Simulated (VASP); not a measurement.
# CsPbCl3 (Pm-3m) in VASP: settings compared

CsPbCl3 is run at these levels: PBE, revPBE, LDA; tasks: single point, relaxation of cell and atoms.

All numbers are computed with VASP 6.6.1; they aren't measurements. Logs are shortened: lines on timing, memory, paths and dates and some standing lists are left out, and cuts for length are marked.

## (1) The cell of the first run

It takes space group Pm-3m (No. 221, cubic). Conventional cell: a = 5.605 Å, b = 5.605 Å, c = 5.605 Å, α = 90.00°, β = 90.00°, γ = 90.00°. Within 3.7 Å of Pb (site symmetry m-3m) lie 6 Cl at 2.80 Å. Within 5.2 Å of Cs (site symmetry m-3m) lie 12 Cl at 3.96 Å and 8 Pb at 4.85 Å. Within 3.7 Å of Cl (site symmetry 4/mmm) lie 2 Pb at 2.80 Å.

## (2) Single point, PBE

Input file INCAR:

```
PREC     = Accurate       # precision mode
ENCUT    = 520            # plane-wave cutoff, eV
EDIFF    = 1E-6           # SCF threshold, eV
ISMEAR   = 0              # smearing method
SIGMA    = 0.011          # smearing width, eV
LREAL    = F              # projectors in reciprocal space
LASPH    = T              # aspherical terms in the spheres
NELM     = 60             # most SCF steps
ALGO     = Normal         # electronic algorithm
ISIF     = 2              # what is computed and relaxed
LWAVE    = F              # write WAVECAR
LCHARG   = T              # write CHGCAR
GGA      = PE             # functional
LELF     = T              # ELF
LVHAR    = T            
NBANDS   = 30             # bands
```

Input file KPOINTS:

```
Automatic mesh
0
Gamma
  5 5 5
```

Input file POSCAR:

```
CsPbCl3
1.0
    5.6050000000      0.0000000000      0.0000000000
    0.0000000000      5.6050000000      0.0000000000
    0.0000000000      0.0000000000      5.6050000000
Pb Cs Cl
1 1 3
Direct
    0.5000000000      0.5000000000      0.5000000000
    0.0000000000      0.0000000000      0.0000000000
    0.5000000000      0.0000000000      0.5000000000
    0.0000000000      0.5000000000      0.5000000000
    0.5000000000      0.5000000000      0.0000000000
```

Potentials or basis: VASP PAW PBE potentials, release 64 (Pb_d, Cs_sv, Cl).

On the command line:

```
cat potpaw_PBE.64/Pb_d/POTCAR potpaw_PBE.64/Cs_sv/POTCAR potpaw_PBE.64/Cl/POTCAR > POTCAR
mpirun -np 1 vasp_std > vasp.out
```

OUTCAR:

```text
PREC = Accurate
   ENCUT = 520
   EDIFF = 1E-6
   ISMEAR = 0
   LREAL = F
   LASPH = T
   NELM = 60
   ISIF = 2
   GGA = PE

 ion  position               nearest neighbor table
   1  0.500  0.500  0.500-   3 2.80   4 2.80   5 2.80   5 2.80   3 2.80   4 2.80
   2  0.000  0.000  0.000-
   3  0.500  0.000  0.500-   1 2.80   1 2.80
   4  0.000  0.500  0.500-   1 2.80   1 2.80
   5  0.500  0.500  0.000-   1 2.80   1 2.80

  LATTYP: Found a simple cubic cell.
 ALAT       =     5.6050000000

  Lattice vectors:

 A1 = (   5.6050000000,   0.0000000000,   0.0000000000)
 A2 = (   0.0000000000,   5.6050000000,   0.0000000000)
 A3 = (   0.0000000000,   0.0000000000,   5.6050000000)

Analysis of symmetry for initial positions (statically):
=====================================================================
 Subroutine PRICEL returns:
 Original cell was already a primitive cell.

 Routine SETGRP: Setting up the symmetry group for a
 simple cubic supercell.

 Subroutine GETGRP returns: Found 48 space group operations
 (whereof 48 operations were pure point group operations)
 out of a pool of 48 trial point group operations.

The static configuration has the point symmetry O_h .

Analysis of symmetry for dynamics (positions and initial velocities):
=====================================================================
 Subroutine PRICEL returns:
 Original cell was already a primitive cell.

 Routine SETGRP: Setting up the symmetry group for a
 simple cubic supercell.

 Subroutine GETGRP returns: Found 48 space group operations
 (whereof 48 operations were pure point group operations)
 out of a pool of 48 trial point group operations.

The dynamic configuration has the point symmetry O_h .

 Subroutine INISYM returns: Found 48 space group operations
 (whereof 48 operations are pure point group operations),
 and found     1 'primitive' translations

----------------------------------------------------------------------------------------

                                     Primitive cell

  volume of cell :     176.0868

  direct lattice vectors                    reciprocal lattice vectors
     5.605000000  0.000000000  0.000000000     0.178412132  0.000000000  0.000000000
     0.000000000  5.605000000  0.000000000     0.000000000  0.178412132  0.000000000
     0.000000000  0.000000000  5.605000000     0.000000000  0.000000000  0.178412132

  length of vectors
     5.605000000  5.605000000  5.605000000     0.178412132  0.178412132  0.178412132

  position of ions in fractional coordinates (direct lattice)
     0.500000000  0.500000000  0.500000000
     0.000000000  0.000000000  0.000000000
     0.500000000  0.000000000  0.500000000
     0.000000000  0.500000000  0.500000000
     0.500000000  0.500000000  0.000000000

  ion indices of the primitive-cell ions
   primitive index   ion index
                 1           1
                 2           2
                 3           3
                 4           4
                 5           5

----------------------------------------------------------------------------------------

 KPOINTS: Automatic mesh

Automatic generation of k-mesh.
 Grid dimensions read from file:
 generate k-points for:    5    5    5

 Generating k-lattice:

  Cartesian coordinates                     Fractional coordinates (reciprocal lattice)
     0.035682426  0.000000000  0.000000000     0.200000000  0.000000000  0.000000000
     0.000000000  0.035682426  0.000000000     0.000000000  0.200000000  0.000000000
     0.000000000  0.000000000  0.035682426     0.000000000  0.000000000  0.200000000

  Length of vectors
     0.035682426  0.035682426  0.035682426

  Shift w.r.t. Gamma in fractional coordinates (k-lattice)
     0.000000000  0.000000000  0.000000000

 Subroutine IBZKPT returns following result:
 ===========================================

 Found     10 irreducible k-points:

 Following reciprocal coordinates:
            Coordinates               Weight
  0.000000  0.000000  0.000000      1.000000
  0.200000  0.000000  0.000000      6.000000
[... 42 lines left out ...]
  free energy    TOTEN  =       -17.50764346 eV

  energy without entropy =      -17.50764346  energy(sigma->0) =      -17.50764346

 E-fermi :   1.3195     XC(G=0):  -7.8210

 val. band max:        1.2033176157   @ k =   0.4000   0.4000   0.4000
 cond. band min:       4.1667499998   @ k =   0.4000   0.4000   0.4000
 fundamental gap:      2.9634323841
 Fermi energy:         1.3195185572

 k-point     1 :       0.0000    0.0000    0.0000
  band No.  band energies     occupation
      1     -19.5682      2.00000
      2     -15.0076      2.00000
      3     -15.0076      2.00000
      4     -14.7600      2.00000
      5     -14.7600      2.00000
      6     -14.7600      2.00000
[... 22 lines left out ...]
     29       7.9944      0.00000
     30       7.9944      0.00000

 k-point     2 :       0.2000    0.0000    0.0000
  band No.  band energies     occupation
      1     -19.5674      2.00000
      2     -15.0076      2.00000
      3     -14.9718      2.00000
      4     -14.7606      2.00000
      5     -14.7606      2.00000
      6     -14.7600      2.00000
[... 22 lines left out ...]
     29       7.1360      0.00000
     30       8.0494      0.00000

 k-point     3 :       0.4000    0.0000    0.0000
  band No.  band energies     occupation
      1     -19.5662      2.00000
      2     -15.0074      2.00000
      3     -14.9116      2.00000
      4     -14.7614      2.00000
      5     -14.7614      2.00000
      6     -14.7600      2.00000
[... 22 lines left out ...]
     29       7.4456      0.00000
     30       8.5476      0.00000

 k-point     4 :       0.2000    0.2000    0.0000
  band No.  band energies     occupation
      1     -19.5667      2.00000
      2     -14.9902      2.00000
      3     -14.9519      2.00000
      4     -14.7611      2.00000
      5     -14.7605      2.00000
      6     -14.7605      2.00000
[... 154 lines left out ...]
     29       7.9242      0.00000
     30       8.1721      0.00000

 k-point     9 :       0.4000    0.4000    0.2000
  band No.  band energies     occupation
      1     -19.5639      2.00000
      2     -14.9210      2.00000
      3     -14.8477      2.00000
      4     -14.7627      2.00000
      5     -14.7619      2.00000
      6     -14.7619      2.00000
[... 22 lines left out ...]
     29       7.8735      0.00000
     30       7.9645      0.00000

 k-point    10 :       0.4000    0.4000    0.4000
  band No.  band energies     occupation
      1     -19.5630      2.00000
      2     -14.8477      2.00000
      3     -14.8477      2.00000
      4     -14.7628      2.00000
      5     -14.7628      2.00000
      6     -14.7627      2.00000
[... 22 lines left out ...]
     29       7.5015      0.00000
     30       8.3753      0.00000

------------------------ aborting loop because EDIFF is reached ----------------------------------------

  FORCE on cell =-STRESS in cart. coord.  units (eV):
  Direction    XX          YY          ZZ          XY          YZ          ZX
  --------------------------------------------------------------------------------------
  -------------------------------------------------------------------------------------
  Total        1.8524127      1.8524127      1.8524127      0.0000000     -0.0000000     -0.0000000
  in kB       16.8547176     16.8547176     16.8547176      0.0000000     -0.0000000     -0.0000000
  external PRESSURE =      16.8547176 kB  Pullay stress =       0.0000000 kB

 VOLUME and BASIS-vectors are now :
 -----------------------------------------------------------------------------
  energy-cutoff  :      520.00
  volume of cell :      176.09
      direct lattice vectors                 reciprocal lattice vectors
     5.605000000  0.000000000  0.000000000     0.178412132  0.000000000  0.000000000
     0.000000000  5.605000000  0.000000000     0.000000000  0.178412132  0.000000000
     0.000000000  0.000000000  5.605000000     0.000000000  0.000000000  0.178412132

 POSITION                                       TOTAL-FORCE (eV/Angst)
 -----------------------------------------------------------------------------------
      2.80250      2.80250      2.80250         0.000000      0.000000      0.000000
      0.00000      0.00000      0.00000         0.000000      0.000000      0.000000
      2.80250      0.00000      2.80250         0.000000      0.000000      0.000000
      0.00000      2.80250      2.80250         0.000000      0.000000      0.000000
      2.80250      2.80250      0.00000         0.000000      0.000000      0.000000
 -----------------------------------------------------------------------------------
    total drift:                                0.000000     -0.000000     -0.000000

  FREE ENERGIE OF THE ION-ELECTRON SYSTEM (eV)
  ---------------------------------------------------
  free  energy   TOTEN  =       -17.5076434561 eV

  energy  without entropy=      -17.5076434561  energy(sigma->0) =      -17.50764346
```

It took 31 s on 1 thread of Intel Xeon Platinum 8559C (Emerald Rapids), shared host; peak memory 0.27 GiB.

Results:

```yaml
Free_energy: -17.5076 eV
Pressure: 1.7 GPa
Band_gap_on_the_k_mesh: 2.96 eV
```

Caveat: spin-orbit coupling is left out, which moves the levels of the heavy elements; an odd mesh through Γ misses points on the zone boundary, where band edges can lie.

## (3) Single point, PBE

Input file INCAR:

```
SYSTEM = CsPbCl3
  PREC = Accurate
  ENCUT = 520
  EDIFF = 1E-7
  ISMEAR = -1
  SIGMA = 0.05
  LREAL = .FALSE.
  LASPH = .TRUE.
  NELM = 60
  ALGO = Normal
  ISIF = 2
  LWAVE = .FALSE.
  LCHARG = .FALSE.
  GGA = PE
  NBANDS = 30
```

Input file KPOINTS:

```
regular mesh
0
G
  5 5 5
  0 0 0
```

POSCAR is that of step 2.

Potentials or basis: VASP PAW PBE potentials, release 64 (Pb_d, Cs_sv, Cl).

On the command line:

```
cat potpaw_PBE.64/Pb_d/POTCAR potpaw_PBE.64/Cs_sv/POTCAR potpaw_PBE.64/Cl/POTCAR > POTCAR
mpirun -np 1 vasp_std > vasp.out
```

Run time: 31 s. Hardware: 1 thread of Intel Xeon Platinum 8559C (Emerald Rapids), shared host; peak memory 0.27 GiB.

Results (log left out):

* Free energy: -17.5076 eV
* Pressure: 1.7 GPa
* Band gap on the k mesh: 2.96 eV

Levels at points of the mesh, in eV from the valence-band top:
```
           k point  band 18  band 19  band 20  band 21  band 22  band 23  band 24  band 25  band 26  band 27
(0.00, 0.00, 0.00)    -2.05    -2.05    -1.94    -1.94    -1.94     3.94     4.88     4.88     5.80     5.80
```

Caveat: spin-orbit coupling is left out, which moves the levels of the heavy elements; an odd mesh through Γ misses points on the zone boundary, where band edges can lie. Expect the measured gap to be larger: semilocal functionals such as PBE lack the derivative discontinuity.

## (4) Single point, PBE

This run uses another cell than the first one, of 37.69 Å³/atom.

Input file INCAR:

```
SYSTEM = CsPbCl3
  ALGO = Normal
  EDIFF = 1E-6
  ENCUT = 520
  GGA = PE
  ISIF = 2
  ISMEAR = -1
  LASPH = .TRUE.
  LCHARG = .TRUE.
  LELF = .TRUE.
  LREAL = .FALSE.
  LVHAR = .TRUE.
  LWAVE = .FALSE.
  NBANDS = 30
  NELM = 80
  PREC = Accurate
  SIGMA = 0.05
```

Input file KPOINTS:

```
k-points
0
G
  5 5 5
  0 0 0
```

Changes to POSCAR since step 3:

```diff
@@ -2,5 +2,5 @@
 1.0
-    5.6050000000      0.0000000000      0.0000000000
-    0.0000000000      5.6050000000      0.0000000000
-    0.0000000000      0.0000000000      5.6050000000
+    5.7330989827      0.0000000000      0.0000000000
+    0.0000000000      5.7330989827      0.0000000000
+    0.0000000000      0.0000000000      5.7330989827
 Pb Cs Cl
```

On the command line:

```
cat potpaw_PBE.64/Pb_d/POTCAR potpaw_PBE.64/Cs_sv/POTCAR potpaw_PBE.64/Cl/POTCAR > POTCAR
mpirun -np 1 vasp_std > vasp.out
```

Wall time 36 s (1 thread of Intel Xeon Platinum 8559C (Emerald Rapids), shared host); peak memory 0.33 GiB.

Results (log left out):

```yaml
Free_energy: -17.5706 eV
Pressure: 0.0 GPa
Band_gap_on_the_k_mesh: 3.10 eV
```

Levels at points of the mesh, in eV from the valence-band top:
```csv
k point,band 18,band 19,band 20,band 21,band 22,band 23,band 24,band 25,band 26,band 27
"(0.00, 0.00, 0.00)",-1.63,-1.63,-1.55,-1.55,-1.55,4.17,5.25,5.25,6.13,6.13
```

Caveat: spin-orbit coupling is left out, which moves the levels of the heavy elements; an odd mesh through Γ misses points on the zone boundary, where band edges can lie. A hybrid or GW would open this gap; PBE tends to underestimate it.

## (5) Single point, revPBE

This run uses another cell than the first one, of 39.66 Å³/atom.

Input file INCAR:

```
PREC     = Accurate       # precision mode
ENCUT    = 520            # plane-wave cutoff, eV
EDIFF    = 1E-6           # SCF threshold, eV
ISMEAR   = -1             # smearing method
SIGMA    = 0.05           # smearing width, eV
LREAL    = False          # projectors in reciprocal space
LASPH    = True           # aspherical terms in the spheres
NELM     = 100            # most SCF steps
ALGO     = Normal         # electronic algorithm
ISIF     = 2              # what is computed and relaxed
LWAVE    = False          # write WAVECAR
LCHARG   = False          # write CHGCAR
GGA      = RE             # functional
NBANDS   = 30             # bands
```

Input file KPOINTS:

```
regular mesh
0
Gamma
  5 5 5
```

Changes to POSCAR since step 4:

```diff
@@ -2,5 +2,5 @@
 1.0
-    5.7330989827      0.0000000000      0.0000000000
-    0.0000000000      5.7330989827      0.0000000000
-    0.0000000000      0.0000000000      5.7330989827
+    5.8312459541      0.0000000000      0.0000000000
+    0.0000000000      5.8312459541      0.0000000000
+    0.0000000000      0.0000000000      5.8312459541
 Pb Cs Cl
```

On the command line:

```
cat potpaw_PBE.64/Pb_d/POTCAR potpaw_PBE.64/Cs_sv/POTCAR potpaw_PBE.64/Cl/POTCAR > POTCAR
mpirun -np 1 vasp_std > vasp.out
```

It took 36 s on 1 thread of Intel Xeon Platinum 8559C (Emerald Rapids), shared host; peak memory 0.33 GiB.

The run converged. Its results:

```
Free energy            : -16.6428 eV
Pressure               : 0.0 GPa
Band gap on the k mesh : 3.26 eV
```

Levels at points of the mesh, in eV from the valence-band top:
| k point | band 20 | band 21 | band 22 | band 23 | band 24 | band 25 |
| --- | --- | --- | --- | --- | --- | --- |
| (0.00, 0.00, 0.00) | -1.29 | -1.29 | -1.29 | 4.60 | 5.69 | 5.69 |

Caveat: the PAW data sets were made with another functional, which shifts forces and pressure a little; spin-orbit coupling is left out, which moves the levels of the heavy elements; an odd mesh through Γ misses points on the zone boundary, where band edges can lie. revPBE gaps usually lie below the measured ones, often by a third to a half.

## (6) Relaxation of cell and atoms, LDA

Input file INCAR:

```
PREC = Accurate
ENCUT = 600
EDIFF = 1E-6
ISMEAR = -1
SIGMA = 0.05
LREAL = False
LASPH = True
NELM = 80
ALGO = Normal
ISIF = 3
LWAVE = False
LCHARG = False
GGA = CA
IBRION = 2
NSW = 60
EDIFFG = -0.01
```

KPOINTS is that of step 5.

Changes to POSCAR since step 5:

```diff
@@ -2,5 +2,5 @@
 1.0
-    5.8312459541      0.0000000000      0.0000000000
-    0.0000000000      5.8312459541      0.0000000000
-    0.0000000000      0.0000000000      5.8312459541
+    5.6050000000      0.0000000000      0.0000000000
+    0.0000000000      5.6050000000      0.0000000000
+    0.0000000000      0.0000000000      5.6050000000
 Pb Cs Cl
```

Potentials or basis: VASP PAW LDA potentials, release 64 (Pb_d, Cs_sv, Cl).

On the command line:

```
cat potpaw_LDA.64/Pb_d/POTCAR potpaw_LDA.64/Cs_sv/POTCAR potpaw_LDA.64/Cl/POTCAR > POTCAR
mpirun -np 1 vasp_std > vasp.out
```

It took 62 s on 1 thread of Intel Xeon Platinum 8559C (Emerald Rapids), shared host; peak memory 0.29 GiB.

Results (log left out):

| Quantity | Value |
| --- | --- |
| Free energy | -19.4425 eV |
| Relaxed volume | 33.66 Å³/atom |
| Relaxed cell | a = 5.521 Å, b = 5.521 Å, c = 5.521 Å, α = 90.00°, β = 90.00°, γ = 90.00° |
| Space group after relaxing (to 0.1 Å) | Pm-3m (No. 221) |
| Energy gained by relaxing | 6.1 meV/atom |
| Ionic steps | 3 |
| Pressure after relaxing | 0.0 GPa |
| Band gap on the k mesh | 2.68 eV |

The path:
| step | energy change (eV) | largest force (eV/Å) | pressure (GPa) | volume (Å³) |
| --- | --- | --- | --- | --- |
| 1 | 0.0000 | 0.0000 | -1.21 | 176.09 |
| 2 | -0.0298 | 0.0000 | -0.19 | 169.41 |
| 3 | -0.0305 | 0.0000 | -0.01 | 168.32 |

Final structure:
```
Pb Cs Cl
1.0
     5.52137    0.00000    0.00000
     0.00000    5.52137    0.00000
     0.00000    0.00000    5.52137
Pb Cs Cl
1 1 3
Cartesian
  2.7607 2.7607 2.7607
  0.0000 0.0000 0.0000
  2.7607 0.0000 2.7607
  0.0000 2.7607 2.7607
  2.7607 2.7607 0.0000
```

Levels at points of the mesh, in eV from the valence-band top:
```csv
k point,band 20,band 21,band 22,band 23,band 24,band 25
"(0.00, 0.00, 0.00)",-2.15,-2.15,-2.15,3.43,4.37,4.37
```

Caveat: spin-orbit coupling is left out, which moves the levels of the heavy elements; an odd mesh through Γ misses points on the zone boundary, where band edges can lie.

## (7) Summary

| task | level | potentials or basis | cell | cutoff (eV) | smearing | gap on the mesh (eV) | pressure (GPa) |
| --- | --- | --- | --- | --- | --- | --- | --- |
| single point | PBE | VASP PAW PBE potentials, release 64 (Pb_d, Cs_sv, Cl) | a = 5.605 Å, 5 atoms | 520 | gaussian 0.011 eV | 2.96 | 1.7 |
| single point | PBE | VASP PAW PBE potentials, release 64 (Pb_d, Cs_sv, Cl) | a = 5.605 Å, 5 atoms | 520 | fermi-dirac 0.05 eV | 2.96 | 1.7 |
| single point | PBE | VASP PAW PBE potentials, release 64 (Pb_d, Cs_sv, Cl) | a = 5.733 Å, 5 atoms | 520 | fermi-dirac 0.05 eV | 3.10 | 0.0 |
| single point | revPBE | VASP PAW PBE potentials, release 64 (Pb_d, Cs_sv, Cl) | a = 5.831 Å, 5 atoms | 520 | fermi-dirac 0.05 eV | 3.26 | 0.0 |
| relaxation of cell and atoms | LDA | VASP PAW LDA potentials, release 64 (Pb_d, Cs_sv, Cl) | relaxed from a = 5.605 Å, 5 atoms | 600 | fermi-dirac 0.05 eV | 2.68 | 0.0 |

Alike in all rows: no spin polarisation; k mesh 5 × 5 × 5.

Caveats: spin-orbit coupling is left out, which moves the levels of the heavy elements; an odd mesh through Γ misses points on the zone boundary, where band edges can lie; the PAW data sets were made with another functional, which shifts forces and pressure a little (at least some runs).

Absolute energies hang on the potentials; compare differences alone.
